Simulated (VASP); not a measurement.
# LiCl (I4/mmm) in VASP: notebook, part 2 of 2

VASP 6.6.1. The steps go on from the part before.

## 6. Single point, PBE (strain +0.000 along x and y, -0.030 along z)

Contents of INCAR:

```
SYSTEM = LiCl
ALGO     = Normal         ! electronic algorithm
EDIFF    = 1E-7           ! SCF threshold, eV
ENCUT    = 520            ! plane-wave cutoff, eV
GGA      = PE             ! functional
ISIF     = 2              ! what is computed and relaxed
ISMEAR   = 0              ! smearing method
LASPH    = .True.         ! aspherical terms in the spheres
LCHARG   = .True.         ! write CHGCAR
LELF     = .True.         ! ELF
LREAL    = .False.        ! projectors in reciprocal space
LVHAR    = .True.       
LWAVE    = .False.        ! write WAVECAR
NBANDS   = 12             ! bands
NELM     = 60             ! most SCF steps
PREC     = Accurate       ! precision mode
SIGMA    = 0.05           ! smearing width, eV
```

Contents of KPOINTS:

```
k-points
0
Gamma
  8 8 8
  0 0 0
```

Contents of POSCAR:

```
LiCl
1.0
    0.0000000000      2.5647600000      2.4878172000
    2.5647600000      0.0000000000      2.4878172000
    2.5647600000      2.5647600000      0.0000000000
Li Cl
1 1
Direct
    0.0000000000      0.0000000000      0.0000000000
    0.5000000000      0.5000000000      0.5000000000
```

Potentials or basis: VASP PAW PBE potentials, release 64 (Li_sv, Cl).

On the command line:

```
$ cat potpaw_PBE.64/Li_sv/POTCAR potpaw_PBE.64/Cl/POTCAR > POTCAR
$ mpirun -np 1 vasp_std > vasp.out
```

OUTCAR:

```text
SYSTEM = LiCl
   EDIFF = 1E-7
   ENCUT = 520
   GGA = PE
   ISIF = 2
   ISMEAR = 0
   LASPH = .True.
   LREAL = .False.
   NELM = 60
   PREC = Accurate

 ion  position               nearest neighbor table
   1  0.000  0.000  0.000-   2 2.49   2 2.49   2 2.56   2 2.56   2 2.56   2 2.56
   2  0.500  0.500  0.500-   1 2.49   1 2.49   1 2.56   1 2.56   1 2.56   1 2.56

  LATTYP: Found a body centered tetragonal cell.
 ALAT       =     3.6271183762
 C/A-ratio  =     1.3717871555

  Lattice vectors:

 A1 = (   0.0000000000,  -2.5647600000,  -2.4878172000)
 A2 = (   0.0000000000,   2.5647600000,  -2.4878172000)
 A3 = (   2.5647600000,   0.0000000000,   2.4878172000)

Analysis of symmetry for initial positions (statically):
=====================================================================
 Subroutine PRICEL returns:
 Original cell was already a primitive cell.

 Routine SETGRP: Setting up the symmetry group for a
 body centered tetragonal supercell.

 Subroutine GETGRP returns: Found 16 space group operations
 (whereof 16 operations were pure point group operations)
 out of a pool of 16 trial point group operations.

The static configuration has the point symmetry D_4h.

Analysis of symmetry for dynamics (positions and initial velocities):
=====================================================================
 Subroutine PRICEL returns:
 Original cell was already a primitive cell.

 Routine SETGRP: Setting up the symmetry group for a
 body centered tetragonal supercell.

 Subroutine GETGRP returns: Found 16 space group operations
 (whereof 16 operations were pure point group operations)
 out of a pool of 16 trial point group operations.

The dynamic configuration has the point symmetry D_4h.

 Subroutine INISYM returns: Found 16 space group operations
 (whereof 16 operations are pure point group operations),
 and found     1 'primitive' translations

----------------------------------------------------------------------------------------

                                     Primitive cell

  volume of cell :      32.7297

  direct lattice vectors                    reciprocal lattice vectors
     0.000000000  2.564760000  2.487817200    -0.194950015  0.194950015  0.200979397
     2.564760000  0.000000000  2.487817200     0.194950015 -0.194950015  0.200979397
     2.564760000  2.564760000  0.000000000     0.194950015  0.194950015 -0.200979397

  length of vectors
     3.573125841  3.573125841  3.627118376     0.341179915  0.341179915  0.341179915

  position of ions in fractional coordinates (direct lattice)
     0.000000000  0.000000000  0.000000000
     0.500000000  0.500000000  0.500000000

  ion indices of the primitive-cell ions
   primitive index   ion index
                 1           1
                 2           2

----------------------------------------------------------------------------------------

 KPOINTS: k-points

Automatic generation of k-mesh.
 Grid dimensions read from file:
 generate k-points for:    8    8    8

 Generating k-lattice:

  Cartesian coordinates                     Fractional coordinates (reciprocal lattice)
    -0.024368752  0.024368752  0.025122425     0.125000000  0.000000000  0.000000000
     0.024368752 -0.024368752  0.025122425     0.000000000  0.125000000  0.000000000
     0.024368752  0.024368752 -0.025122425     0.000000000  0.000000000  0.125000000

  Length of vectors
     0.042647489  0.042647489  0.042647489

  Shift w.r.t. Gamma in fractional coordinates (k-lattice)
     0.000000000  0.000000000  0.000000000

 Subroutine IBZKPT returns following result:
 ===========================================

 Found     59 irreducible k-points:

 Following reciprocal coordinates:
            Coordinates               Weight
  0.000000  0.000000  0.000000      1.000000
  0.125000 -0.000000  0.000000      8.000000
  0.250000 -0.000000  0.000000      8.000000
  0.375000 -0.000000  0.000000      8.000000
  0.500000 -0.000000  0.000000      4.000000
  0.125000  0.125000  0.000000      2.000000
[... 16 lines left out ...]
  0.250000 -0.000000  0.125000     16.000000
  0.375000 -0.000000  0.125000     16.000000
 [... further k-points ...]
   k-points           NKPTS =     59   k-points in BZ     NKDIM =     59   number of bands    NBANDS=     12
   number of dos      NEDOS =    301   number of ions     NIONS =      2
   total plane-waves  NPLWV =  21952
   dimension x,y,z NGX =    28 NGY =   28 NGZ =   28
   dimension x,y,z NGXF=    56 NGYF=   56 NGZF=   56
   ions per type =               1   1
   NGX,Y,Z   is equivalent  to a cutoff of  13.03, 13.03, 12.83 a.u.
   NGXF,Y,Z  is equivalent  to a cutoff of  26.05, 26.05, 25.67 a.u.
 SYSTEM =  LiCl
   PREC   = accura    normal or accurate (medium, high low for compatibility)
   ISTART =      0    job   : 0-new  1-cont  2-samecut
   ICHARG =      2    charge: 1-file 2-atom 10-const
   ISPIN  =      1    spin polarized calculation?
   LNONCOLLINEAR =      F non collinear calculations
   LSORBIT =      F    spin-orbit coupling
   LASPH  =      T    aspherical Exc in radial PAW
   ENCUT  =  520.0 eV  38.22 Ry    6.18 a.u.   6.64  6.64  6.74*2*pi/ulx,y,z
   NELM   =     60;   NELMIN=  2; NELMDL= -5     # of ELM steps
   EDIFF  = 0.1E-06   stopping-criterion for ELM
   LREAL  =      F    real-space projection
   EDIFFG = 0.1E-05   stopping-criterion for IOM
   NSW    =      0    number of steps for IOM
   IBRION =     -1    ionic relax: 0-MD 1-quasi-New 2-CG
   NFREE  =      0    steps in history (QN), initial steepest desc. (CG)
   ISIF   =      2    stress and relaxation
   ISYM   =      2    0-nonsym 1-usesym 2-fastsym
   POTIM  = 0.5000    time-step for ionic-motion
   TEBEG  =    0.0;   TEEND  =   0.0 temperature during run
   PSTRESS=    0.0 pullay stress
   NELECT =      10.0000    total number of electrons
   NUPDOWN=      -1.0000    fix difference up-down
   EMIN   =  10.00;   EMAX   =-10.00  energy-range for DOS
   EFERMI =   0.00;   METHOD = LEGACY
   ISMEAR =     0;   SIGMA  =   0.05  broadening in eV -4-tet -1-fermi 0-gaus
   EFERMI_NEDOS =   21; number of points for ismear=-14 and -15
   IALGO  =     38    algorithm
   IMIX   =      4    mixing-type and parameters
     AMIX     =   0.40;   BMIX     =  1.00
     AMIX_MAG =   1.60;   BMIX_MAG =  1.00
  volume/ion in A,a.u.               =      16.36       110.44
  Fermi-wavevector in a.u.,A,eV,Ry     =   1.102624  2.083658 16.541693  1.215780
  Thomas-Fermi vector in A             =   2.239070
   LORBIT       =      0    0 simple, 1 ext, 2 COOP (PROOUT), +10 PAW based schemes
   GGA     = PE    functional components
   LHFCALC =     F    Hartree Fock is set to
   AEXX    =    0.0000 exact exchange contribution
   IVDW    =     0    specifies the selected vdW correction
   LEPSILON=     F    determine dielectric tensor
   LRPA    =     F    only Hartree local field effects (RPA)
 non-spin polarized calculation
 Gauss-broadening in eV      SIGMA  =   0.05
  energy-cutoff  :      520.00
  volume of cell :       32.73
 maximum number of plane-waves:       896
   NGX = 13   NGY = 13   NGZ = 13

 number of electron      10.0000000 magnetization

 number of electron       9.9999999 magnetization

 Free energy of the ion-electron system (eV)
  ---------------------------------------------------
  ext. energy  EPLUGINS =         0.00000000
  ---------------------------------------------------
  free energy    TOTEN  =        -7.37740243 eV

  energy without entropy =       -7.37740243  energy(sigma->0) =       -7.37740243

 E-fermi :   1.1979     XC(G=0):  -8.8617

 val. band max:        0.8408194075   @ k =   0.0000   0.0000   0.0000
 cond. band min:       7.3305962510   @ k =   0.0000   0.0000   0.0000
 fundamental gap:      6.4897768435
 Fermi energy:         1.1978813608

 k-point     1 :       0.0000    0.0000    0.0000
  band No.  band energies     occupation
      1     -42.6565      2.00000
      2     -12.6952      2.00000
      3       0.7470      2.00000
      4       0.8408      2.00000
      5       0.8408      2.00000
      6       7.3306      0.00000
      7      12.6914      0.00000
      8      12.6914      0.00000
      9      12.9599      0.00000
     10      15.2832      0.00000
     11      15.3174      0.00000
     12      15.3175      0.00000
[... 331 lines left out ...]
 k-point    24 :       0.3750   -0.0000    0.1250
  band No.  band energies     occupation
      1     -42.6539      2.00000
      2     -12.1997      2.00000
      3      -1.4672      2.00000
      4       0.3069      2.00000
      5       0.3754      2.00000
      6       8.5720      0.00000
      7      10.3576      0.00000
      8      11.6127      0.00000
      9      12.0926      0.00000
     10      15.2278      0.00000
     11      17.2074      0.00000
     12      17.9620      0.00000

 [... further k-points ...]
[... 5 lines left out ...]
  --------------------------------------------------------------------------------------
  -------------------------------------------------------------------------------------
  Total        0.2064052      0.2064052      0.4669737      0.0000000     -0.0000000      0.0000000
  in kB       10.1039080     10.1039080     22.8592020      0.0000000     -0.0000000      0.0000000
  external PRESSURE =      14.3556727 kB  Pullay stress =       0.0000000 kB

 VOLUME and BASIS-vectors are now :
 -----------------------------------------------------------------------------
  energy-cutoff  :      520.00
  volume of cell :       32.73
      direct lattice vectors                 reciprocal lattice vectors
     0.000000000  2.564760000  2.487817200    -0.194950015  0.194950015  0.200979397
     2.564760000  0.000000000  2.487817200     0.194950015 -0.194950015  0.200979397
     2.564760000  2.564760000  0.000000000     0.194950015  0.194950015 -0.200979397

 POSITION                                       TOTAL-FORCE (eV/Angst)
 -----------------------------------------------------------------------------------
      0.00000      0.00000      0.00000        -0.000000      0.000000      0.000000
      2.56476      2.56476      2.48782         0.000000     -0.000000      0.000000
 -----------------------------------------------------------------------------------
    total drift:                                0.000000      0.000000      0.000000

  FREE ENERGIE OF THE ION-ELECTRON SYSTEM (eV)
  ---------------------------------------------------
  free  energy   TOTEN  =        -7.3774024270 eV

  energy  without entropy=       -7.3774024270  energy(sigma->0) =       -7.37740243
```

It took 17 s on 1 thread of Intel Xeon Platinum 8375C at 2.90GHz (Ice Lake), shared host; peak memory 0.16 GiB.

What came out:

```yaml
Free_energy: -7.3774 eV
Band_gap_on_the_k_mesh: 6.49 eV, direct
```

Levels at points of the mesh, in eV from the valence-band top:
```tsv
k point	band 2	band 3	band 4	band 5	band 6	band 7	band 8	band 9
(0.00, 0.00, 0.00)	-13.54	-0.09	0.00	0.00	6.49	11.85	11.85	12.12
(0.50, 0.00, 0.00)	-12.93	-2.97	-0.34	-0.26	6.76	9.36	9.62	13.26
(0.50, 0.50, 0.00)	-12.62	-3.06	-1.25	-1.25	7.89	8.12	12.97	14.18
(0.50, 0.00, 0.50)	-12.68	-3.06	-1.26	-1.05	7.96	8.27	12.53	14.08
```

Caveat: the cell differs from its parent crystal (strain +0.000 along x and y, -0.030 along z); the cutoff is under 1.25 times the usual one of these potentials, so pressure, stress and relaxed cells hold a basis-set (Pulay) error. A k mesh can miss the band edges.

## 7. The runs side by side

```csv
cell,gap on the mesh (eV)
"a = 3.546, b = 3.546, c = 3.518 Å, angles 60.3, 60.3, 59.5°, 2 atoms",6.77
"a = 3.601, b = 3.601, c = 3.518 Å, angles 60.8, 60.8, 58.5°, 2 atoms",6.54
"a = 3.546, b = 3.546, c = 3.573 Å, angles 59.7, 59.7, 60.5°, 2 atoms",6.69
"a = 3.629, b = 3.629, c = 3.518 Å, angles 61.0, 61.0, 58.0°, 2 atoms",6.44
"a = 3.573, b = 3.573, c = 3.627 Å, angles 59.5, 59.5, 61.0°, 2 atoms",6.49
```

Alike in all rows: task single point; level PBE; potentials or basis VASP PAW PBE potentials, release 64 (Li_sv, Cl); no spin polarisation; k mesh 8 × 8 × 8; cutoff (eV) 520; smearing gaussian 0.05 eV.

Caveats: the cutoff is under 1.25 times the usual one of these potentials, so pressure, stress and relaxed cells hold a basis-set (Pulay) error.

Total energies depend on the potentials used, so only differences within one code and one set of settings carry meaning.
